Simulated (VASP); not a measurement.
# CuO (P-1) in VASP: further runs

CuO is run at these levels: PBEsol; tasks: single point.

Everything below comes from runs of VASP 6.6.1. Logs are shortened: lines on timing, memory, paths and dates and some standing lists are left out, and cuts for length are marked.

## (1) The cell of the first run

The typed cell holds 4 atoms: a = 2.880 Å, b = 2.880 Å, c = 5.176 Å, α = 89.81°, β = 89.81°, γ = 89.22°.

## (2) Single point, PBEsol

INCAR

```
SYSTEM = CuO
ALGO = Normal
EDIFF = 1E-6
ENCUT = 820
GGA = PS
GGA_COMPAT = .FALSE.
ISIF = 2
ISMEAR = 0
LASPH = .TRUE.
LCHARG = .TRUE.
LELF = .TRUE.
LREAL = .FALSE.
LVHAR = .TRUE.
LWAVE = .FALSE.
NBANDS = 33
NELM = 120
PREC = Accurate
SIGMA = 0.1
```

KPOINTS

```
k-points
0
G
  6 6 4
  0 0 0
```

POSCAR

```
CuO
1.0
    2.8795009639      0.0000000000      0.0000000000
    0.0390727580      2.8792794796      0.0000000000
    0.0174953863      0.0172449008      5.1763391994
Cu O
2 2
Direct
    0.5000000000      0.0000000000      0.5000000000
    0.0000000000      0.5000000000      0.0000000000
    0.0015760300      0.9983282200      0.2501129000
    0.9984239700      0.0016717800      0.7498871000
```

Potentials or basis: VASP PAW PBE potentials, release 64 (Cu_sv_GW, O).

The run is started by

```
cat potpaw_PBE.64/Cu_sv_GW/POTCAR potpaw_PBE.64/O/POTCAR > POTCAR
mpirun -np 1 vasp_std > vasp.out
```

OUTCAR:

```text
SYSTEM = CuO
   EDIFF = 1E-6
   ENCUT = 820
   GGA = PS
   ISIF = 2
   ISMEAR = 0
   LASPH = .TRUE.
   LREAL = .FALSE.
   NELM = 120
   PREC = Accurate

 ion  position               nearest neighbor table
   1  0.500  0.000  0.500-   3 1.94   4 1.94   3 1.94   4 1.94
   2  0.000  0.500  0.000-   3 1.94   4 1.94   4 1.94   3 1.94
   3  0.002  0.998  0.250-   1 1.94   1 1.94   2 1.94   2 1.94
   4  0.998  0.002  0.750-   1 1.94   1 1.94   2 1.94   2 1.94

  LATTYP: Found a base centered monoclinic cell.
 ALAT       =    11.1169163425
 B/A-ratio  =     0.3638182808
 C/A-ratio  =     0.4656324948
 COS(beta)  =    -0.9295148209

  Lattice vectors:

 A1 = (   2.8620055776,  -0.0172449008,  -5.1763391994)
 A2 = (   0.0215773717,   2.8620345788,  -5.1763391994)
 A3 = (   0.0174953863,   0.0172449008,   5.1763391994)

Analysis of symmetry for initial positions (statically):
=====================================================================
 Subroutine PRICEL returns:
 Original cell was already a primitive cell.

 Routine SETGRP: Setting up the symmetry group for a
 base centered monoclinic supercell.

 Subroutine GETGRP returns: Found  2 space group operations
 (whereof  2 operations were pure point group operations)
 out of a pool of  4 trial point group operations.

The static configuration has the point symmetry S_2 .

Analysis of symmetry for dynamics (positions and initial velocities):
=====================================================================
 Subroutine PRICEL returns:
 Original cell was already a primitive cell.

 Routine SETGRP: Setting up the symmetry group for a
 base centered monoclinic supercell.

 Subroutine GETGRP returns: Found  2 space group operations
 (whereof  2 operations were pure point group operations)
 out of a pool of  4 trial point group operations.

The dynamic configuration has the point symmetry S_2 .

 Subroutine INISYM returns: Found  2 space group operations
 (whereof  2 operations are pure point group operations),
 and found     1 'primitive' translations

----------------------------------------------------------------------------------------

                                     Primitive cell

  volume of cell :      42.9164

  direct lattice vectors                    reciprocal lattice vectors
     2.879500964  0.000000000  0.000000000     0.347282398 -0.004712735 -0.001158071
     0.039072758  2.879279480  0.000000000     0.000000000  0.347309112 -0.001157055
     0.017495386  0.017244901  5.176339199     0.000000000  0.000000000  0.193186722

  length of vectors
     2.879500964  2.879544582  5.176397491     0.347316304  0.347311040  0.193186722

  position of ions in fractional coordinates (direct lattice)
     0.500000000  0.000000000  0.500000000
     1.000000000  0.500000000  0.000000000
     0.001576030  0.998328220  0.250112900
     0.998423970  0.001671780  0.749887100

  ion indices of the primitive-cell ions
   primitive index   ion index
                 1           1
                 2           2
                 3           3
                 4           4

----------------------------------------------------------------------------------------

 KPOINTS: k-points

Automatic generation of k-mesh.
 Grid dimensions read from file:
 generate k-points for:    6    6    4

 Generating k-lattice:

  Cartesian coordinates                     Fractional coordinates (reciprocal lattice)
     0.057880400 -0.000785456 -0.000193012     0.166666667  0.000000000  0.000000000
     0.000000000  0.057884852 -0.000192843     0.000000000  0.166666667  0.000000000
     0.000000000  0.000000000  0.048296680     0.000000000  0.000000000  0.250000000

  Length of vectors
     0.057886051  0.057885173  0.048296680

  Shift w.r.t. Gamma in fractional coordinates (k-lattice)
     0.000000000  0.000000000  0.000000000

 Subroutine IBZKPT returns following result:
 ===========================================

 Found     76 irreducible k-points:

 Following reciprocal coordinates:
            Coordinates               Weight
  0.000000  0.000000  0.000000      1.000000
  0.166667  0.000000 -0.000000      2.000000
  0.000000 -0.166667  0.000000      2.000000
  0.333333  0.000000  0.000000      2.000000
  0.000000 -0.333333  0.000000      2.000000
  0.500000  0.000000 -0.000000      1.000000
[... 16 lines left out ...]
  0.000000 -0.166667 -0.250000      2.000000
  0.333333  0.000000  0.250000      2.000000
 [... further k-points ...]
   k-points           NKPTS =     76   k-points in BZ     NKDIM =     76   number of bands    NBANDS=     33
   number of dos      NEDOS =    301   number of ions     NIONS =      4
   total plane-waves  NPLWV =  37632
   dimension x,y,z NGX =    28 NGY =   28 NGZ =   48
   dimension x,y,z NGXF=    56 NGYF=   56 NGZF=   96
   ions per type =               2   2
   NGX,Y,Z   is equivalent  to a cutoff of  16.17, 16.17, 15.42 a.u.
   NGXF,Y,Z  is equivalent  to a cutoff of  32.33, 32.33, 30.83 a.u.
 SYSTEM =  CuO
   PREC   = accura    normal or accurate (medium, high low for compatibility)
   ISTART =      0    job   : 0-new  1-cont  2-samecut
   ICHARG =      2    charge: 1-file 2-atom 10-const
   ISPIN  =      1    spin polarized calculation?
   LNONCOLLINEAR =      F non collinear calculations
   LSORBIT =      F    spin-orbit coupling
   LASPH  =      T    aspherical Exc in radial PAW
   ENCUT  =  820.0 eV  60.27 Ry    7.76 a.u.   6.72  6.72 12.09*2*pi/ulx,y,z
   NELM   =    120;   NELMIN=  2; NELMDL= -5     # of ELM steps
   EDIFF  = 0.1E-05   stopping-criterion for ELM
   LREAL  =      F    real-space projection
   EDIFFG = 0.1E-04   stopping-criterion for IOM
   NSW    =      0    number of steps for IOM
   IBRION =     -1    ionic relax: 0-MD 1-quasi-New 2-CG
   NFREE  =      0    steps in history (QN), initial steepest desc. (CG)
   ISIF   =      2    stress and relaxation
   ISYM   =      2    0-nonsym 1-usesym 2-fastsym
   POTIM  = 0.5000    time-step for ionic-motion
   TEBEG  =    0.0;   TEEND  =   0.0 temperature during run
   PSTRESS=    0.0 pullay stress
   NELECT =      50.0000    total number of electrons
   NUPDOWN=      -1.0000    fix difference up-down
   EMIN   =  10.00;   EMAX   =-10.00  energy-range for DOS
   EFERMI =   0.00;   METHOD = LEGACY
   ISMEAR =     0;   SIGMA  =   0.10  broadening in eV -4-tet -1-fermi 0-gaus
   EFERMI_NEDOS =   21; number of points for ismear=-14 and -15
   IALGO  =     38    algorithm
   IMIX   =      4    mixing-type and parameters
     AMIX     =   0.40;   BMIX     =  1.00
     AMIX_MAG =   1.60;   BMIX_MAG =  1.00
  volume/ion in A,a.u.               =      10.73        72.40
  Fermi-wavevector in a.u.,A,eV,Ry     =   1.722623  3.255285 40.374336  2.967430
  Thomas-Fermi vector in A             =   2.798653
   LORBIT       =      0    0 simple, 1 ext, 2 COOP (PROOUT), +10 PAW based schemes
   GGA     = PS    functional components
   LHFCALC =     F    Hartree Fock is set to
   AEXX    =    0.0000 exact exchange contribution
   IVDW    =     0    specifies the selected vdW correction
   LEPSILON=     F    determine dielectric tensor
   LRPA    =     F    only Hartree local field effects (RPA)
 non-spin polarized calculation
 Gauss-broadening in eV      SIGMA  =   0.10
  energy-cutoff  :      820.00
  volume of cell :       42.92
 maximum number of plane-waves:      2309
   NGX = 13   NGY = 13   NGZ = 25

 number of electron      50.0000025 magnetization

 Free energy of the ion-electron system (eV)
  ---------------------------------------------------
  ext. energy  EPLUGINS =         0.00000000
  ---------------------------------------------------
  free energy    TOTEN  =       -21.68146830 eV

  energy without entropy =      -21.67248036  energy(sigma->0) =      -21.67697433

 E-fermi :   5.1501     XC(G=0): -12.1328

 val. band max:        5.1485380375   @ k =  -0.1667   0.3333   0.5000
 cond. band min:       5.1556993112   @ k =   0.3333   0.1667   0.5000
 fundamental gap:      0.0071612737
 Fermi energy:         5.1500993438

 k-point     1 :       0.0000    0.0000    0.0000
  band No.  band energies     occupation
      1    -107.3580      2.00000
      2    -107.3539      2.00000
      3     -65.0027      2.00000
      4     -64.9980      2.00000
      5     -64.9637      2.00000
      6     -64.9561      2.00000
[... 25 lines left out ...]
     32      19.7951      0.00000
     33      20.1096      0.00000

 k-point     2 :       0.1667    0.0000   -0.0000
  band No.  band energies     occupation
      1    -107.3578      2.00000
      2    -107.3537      2.00000
      3     -65.0065      2.00000
      4     -64.9978      2.00000
      5     -64.9629      2.00000
      6     -64.9562      2.00000
[... 25 lines left out ...]
     32      20.1018      0.00000
     33      20.3605      0.00000

 k-point     3 :       0.0000   -0.1667    0.0000
  band No.  band energies     occupation
      1    -107.3578      2.00000
      2    -107.3537      2.00000
      3     -65.0025      2.00000
      4     -65.0018      2.00000
      5     -64.9631      2.00000
      6     -64.9560      2.00000
[... 25 lines left out ...]
     32      20.1625      0.00000
     33      20.4520      0.00000

 k-point     4 :       0.3333    0.0000    0.0000
  band No.  band energies     occupation
      1    -107.3573      2.00000
      2    -107.3533      2.00000
      3     -65.0140      2.00000
      4     -64.9973      2.00000
      5     -64.9613      2.00000
      6     -64.9565      2.00000
[... 25 lines left out ...]
     32      19.1552      0.00000
     33      20.4188      0.00000

 k-point     5 :       0.0000   -0.3333    0.0000
  band No.  band energies     occupation
      1    -107.3574      2.00000
      2    -107.3533      2.00000
      3     -65.0093      2.00000
      4     -65.0020      2.00000
      5     -64.9618      2.00000
      6     -64.9560      2.00000
[... 604 lines left out ...]
 k-point    22 :       0.1667    0.0000    0.2500
  band No.  band energies     occupation
      1    -107.3578      2.00000
      2    -107.3538      2.00000
      3     -65.0065      2.00000
      4     -64.9978      2.00000
      5     -64.9625      2.00000
      6     -64.9569      2.00000
[... 25 lines left out ...]
     32      19.2298      0.00000
     33      20.8240      0.00000

 k-point    23 :       0.0000   -0.1667   -0.2500
  band No.  band energies     occupation
      1    -107.3578      2.00000
      2    -107.3538      2.00000
      3     -65.0025      2.00000
      4     -65.0019      2.00000
      5     -64.9627      2.00000
      6     -64.9567      2.00000
[... 25 lines left out ...]
     32      19.2245      0.00000
     33      20.5048      0.00000

 k-point    24 :       0.3333    0.0000    0.2500
  band No.  band energies     occupation
      1    -107.3573      2.00000
      2    -107.3533      2.00000
      3     -65.0140      2.00000
      4     -64.9974      2.00000
      5     -64.9612      2.00000
      6     -64.9567      2.00000
[... 25 lines left out ...]
     32      19.4511      0.00000
     33      20.7104      0.00000

 [... further k-points ...]

------------------------ aborting loop because EDIFF is reached ----------------------------------------

  FORCE on cell =-STRESS in cart. coord.  units (eV):
  Direction    XX          YY          ZZ          XY          YZ          ZX
  --------------------------------------------------------------------------------------
  -------------------------------------------------------------------------------------
  Total       -0.3627945     -0.3728141     -1.3219751     -0.0223217     -0.0024087     -0.0057097
  in kB      -13.5440157    -13.9180734    -49.3526046     -0.8333229     -0.0899226     -0.2131590
  external PRESSURE =     -25.6048979 kB  Pullay stress =       0.0000000 kB

 VOLUME and BASIS-vectors are now :
 -----------------------------------------------------------------------------
  energy-cutoff  :      820.00
  volume of cell :       42.92
      direct lattice vectors                 reciprocal lattice vectors
     2.879500964  0.000000000  0.000000000     0.347282398 -0.004712735 -0.001158071
     0.039072758  2.879279480  0.000000000     0.000000000  0.347309112 -0.001157055
     0.017495386  0.017244901  5.176339199     0.000000000  0.000000000  0.193186722

 POSITION                                       TOTAL-FORCE (eV/Angst)
 -----------------------------------------------------------------------------------
      1.44850      0.00862      2.58817         0.000000      0.000000      0.000000
      0.01954      1.43964      0.00000         0.000000     -0.000000      0.000000
      0.04792      2.87878      1.29467        -0.006471      0.008048     -0.009264
      2.88815      0.01775      3.88167         0.006471     -0.008048      0.009264
 -----------------------------------------------------------------------------------
    total drift:                                0.000000      0.000000      0.000000

  FREE ENERGIE OF THE ION-ELECTRON SYSTEM (eV)
  ---------------------------------------------------
  free  energy   TOTEN  =       -21.6814683049 eV

  energy  without entropy=      -21.6724803586  energy(sigma->0) =      -21.67697433
```

Wall time 3.7 min (1 thread of Intel Xeon Platinum 8259CL at 2.50GHz (Skylake/Cascade Lake), shared host); peak memory 0.33 GiB.

Results:

```yaml
Free_energy: -21.6815 eV
Pressure: -2.6 GPa
Largest_force: 0.014 eV/Å
Band_gap_on_the_k_mesh: zero (bands 25 and 26 overlap by 1.14 eV)
```

Forces on the atoms (eV/Å):
```
Cu   0.000  0.000  0.000
Cu   0.000  0.000  0.000
O   -0.006  0.008 -0.009
O    0.006 -0.008  0.009
```

Stress tensor (GPa, compression positive):
```
-1.35 -0.08 -0.02
-0.08 -1.39 -0.01
-0.02 -0.01 -4.94
```

Caveat: the k points lie up to 0.36 Å⁻¹ apart, too coarse for converged energies and pressures of a metal; the PAW data sets were made with another functional, which shifts forces and pressure a little; semilocal functionals often make such compounds metallic where correlation or magnetic order opens a gap, which also shifts bond lengths. With open d or f shells a metallic result of PBEsol can be an artefact of self-interaction; +U or a hybrid may open a gap.

## (3) Single point, PBEsol

INCAR

```
  PREC = Accurate
  ENCUT = 820
  EDIFF = 1E-6
  ISMEAR = 0
  SIGMA = 0.1
  LREAL = F
  LASPH = T
  NELM = 120
  ALGO = Normal
  ISIF = 2
  LWAVE = F
  LCHARG = F
  GGA = PS
  NBANDS = 33
  GGA_COMPAT = F
```

KPOINTS

```
Automatic mesh
0
Gamma
  4 4 4
```

POSCAR is that of step 2.

Potentials or basis: VASP PAW PBE potentials, release 64 (Cu_sv_GW, O).

The run is started by

```
cat potpaw_PBE.64/Cu_sv_GW/POTCAR potpaw_PBE.64/O/POTCAR > POTCAR
mpirun -np 1 vasp_std > vasp.out
```

It took 70 s on 1 thread of AMD EPYC 9R45 (Zen 5), shared host; peak memory 0.22 GiB.

Results (log left out):

- Free energy: -21.7270 eV
- Pressure: -2.6 GPa
- Largest force: 0.014 eV/Å
- Band gap on the k mesh: zero (bands 25 and 26 overlap by 1.13 eV)

Forces on the atoms (eV/Å):
```
Cu   0.000  0.000  0.000
Cu   0.000  0.000  0.000
O   -0.007  0.009 -0.009
O    0.007 -0.009  0.009
```

Stress tensor (GPa, compression positive):
```
-1.31 -0.08 -0.01
-0.08 -1.35  0.00
-0.01  0.00 -5.23
```

Levels at points of the mesh, in eV from the Fermi level:
```tsv
k point	band 21	band 22	band 23	band 24	band 25	band 26	band 27	band 28	band 29	band 30
(0.00, 0.00, 0.00)	-2.50	-2.45	-2.37	-2.09	0.60	0.63	1.34	5.95	7.19	13.38
(0.50, 0.00, 0.00)	-2.32	-2.00	-1.64	-1.58	0.15	0.39	3.28	5.89	6.40	10.92
(0.00, 0.50, 0.00)	-2.32	-2.00	-1.64	-1.58	0.15	0.39	3.28	5.88	6.40	10.92
(0.50, 0.50, 0.00)	-2.41	-2.40	-1.67	-1.22	-1.21	1.12	1.92	6.94	9.67	9.93
(0.00, 0.00, 0.50)	-2.41	-2.41	-1.61	-1.61	0.02	0.03	3.42	3.43	11.36	11.37
(0.50, 0.00, 0.50)	-2.48	-2.45	-2.09	-1.88	-0.17	0.63	4.04	5.83	8.12	8.88
(0.00, 0.50, 0.50)	-2.48	-2.45	-2.09	-1.88	-0.17	0.63	4.04	5.82	8.12	8.89
(0.50, 0.50, 0.50)	-2.07	-2.06	-1.45	-1.44	-0.53	-0.53	3.79	3.79	10.63	10.64
```

Caveat: the k points lie up to 0.55 Å⁻¹ apart, too coarse for converged energies and pressures of a metal; the PAW data sets were made with another functional, which shifts forces and pressure a little; semilocal functionals often make such compounds metallic where correlation or magnetic order opens a gap, which also shifts bond lengths. With open d or f shells a metallic result of PBEsol can be an artefact of self-interaction; +U or a hybrid may open a gap.

## (4) Single point, PBEsol

INCAR

```
SYSTEM = CuO
ALGO = Normal
EDIFF = 1E-6
ENCUT = 820
GGA = PS
GGA_COMPAT = .False.
ISIF = 2
ISMEAR = 0
LASPH = .True.
LCHARG = .False.
LREAL = .False.
LWAVE = .False.
NBANDS = 33
NELM = 120
PREC = Accurate
SIGMA = 0.4
```

KPOINTS

```
k-points
0
Gamma
  7 7 4
  0 0 0
```

POSCAR is that of step 3.

The run is started by

```
cat potpaw_PBE.64/Cu_sv_GW/POTCAR potpaw_PBE.64/O/POTCAR > POTCAR
mpirun -np 1 vasp_std > vasp.out
```

Run time: 2.5 min. Hardware: 1 thread of Intel Xeon 6975P-C (Granite Rapids), shared host; peak memory 0.39 GiB.

It converged, with:

* Free energy: -21.7553 eV
* Pressure: -2.4 GPa
* Largest force: 0.013 eV/Å
* Band gap on the k mesh: zero (bands 25 and 26 overlap by 1.13 eV)

Forces in eV/Å, atoms in the order of the input:
```
Cu   0.000  0.000  0.000
Cu   0.000  0.000  0.000
O   -0.006  0.007 -0.010
O    0.006 -0.007  0.010
```

Stress tensor (GPa, compression positive):
```
-1.24 -0.09 -0.02
-0.09 -1.31  0.00
-0.02  0.00 -4.70
```

Levels at points of the mesh, in eV from the Fermi level:
| k point | band 22 | band 23 | band 24 | band 25 | band 26 | band 27 | band 28 | band 29 |
| --- | --- | --- | --- | --- | --- | --- | --- | --- |
| (0.00, 0.00, 0.00) | -2.43 | -2.34 | -2.05 | 0.67 | 0.70 | 1.40 | 6.02 | 7.26 |
| (0.00, 0.00, 0.50) | -2.38 | -1.56 | -1.56 | 0.09 | 0.09 | 3.49 | 3.49 | 11.43 |

Caveat: so wide a smearing shifts energies and pressures; the PAW data sets were made with another functional, which shifts forces and pressure a little; semilocal functionals often make such compounds metallic where correlation or magnetic order opens a gap, which also shifts bond lengths.

## (5) Summary

| k mesh | smearing | gap on the mesh (eV) | pressure (GPa) | largest force (eV/Å) |
| --- | --- | --- | --- | --- |
| 6 × 6 × 4 | gaussian 0.1 eV | none | -2.6 | 0.01 |
| 4 × 4 × 4 | gaussian 0.1 eV | none | -2.6 | 0.01 |
| 7 × 7 × 4 | gaussian 0.4 eV | none | -2.4 | 0.01 |

Alike in all rows: task single point; level PBEsol; potentials or basis VASP PAW PBE potentials, release 64 (Cu_sv_GW, O); no spin polarisation; cell as given; cutoff (eV) 820.

Caveats: some runs use coarse meshes; the PAW data sets were made with another functional, which shifts forces and pressure a little; semilocal functionals often make such compounds metallic where correlation or magnetic order opens a gap, which also shifts bond lengths; so wide a smearing shifts energies and pressures (at least some runs).

Total energies depend on the potentials used, so only differences within one code and one set of settings carry meaning.

The gap in the log of VASP goes by the Fermi energy; the results here count the filled bands.